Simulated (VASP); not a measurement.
Here is a VASP 6.6.1 calculation.

File INCAR:

```
PREC = Accurate
ENCUT = 520
EDIFF = 1E-6
ISMEAR = 0
SIGMA = 0.05
LREAL = F
LASPH = T
NELM = 100
ALGO = Normal
ISIF = 2
LWAVE = F
LCHARG = F
GGA = PS
NBANDS = 35
```

File KPOINTS:

```
Automatic mesh
0
Gamma
  10 10 10
```

POSCAR

```
SnO2
1.0
   -1.9261868940      1.9261868940      5.5535820528
    1.9261868940     -1.9261868940      5.5535820528
    1.9261868940      1.9261868940     -5.5535820528
Sn O
2 4
Direct
    0.7500000000      0.2500000000      0.5000000000
    0.0000000000      0.0000000000      0.0000000000
    0.8047030467      0.8047030467      0.0000000000
    0.9452969533      0.4452969533      0.5000000000
    0.1952969533      0.1952969533      0.0000000000
    0.5547030467      0.0547030467      0.5000000000
```

Potentials or basis: VASP PAW PBE potentials, release 64 (Sn_d, O).

Run with:

```bash
$ cat potpaw_PBE.64/Sn_d/POTCAR potpaw_PBE.64/O/POTCAR > POTCAR
$ mpirun -np 1 vasp_std > vasp.out
```

Question: Predict the band gap on the k mesh.

Answer: 1.43 eV (least direct gap 1.63 eV).

Question: Estimate the pressure.

Answer: 2.3 GPa.

Stress tensor (GPa, compression positive):
```
 5.99  0.00  0.00
 0.00  5.99  0.00
 0.00  0.00 -5.05
```

Caveat: the PAW data sets were made with another functional, which shifts forces and pressure a little; spin-orbit coupling is left out, which moves the levels of the heavy elements. A k mesh can miss the band edges.
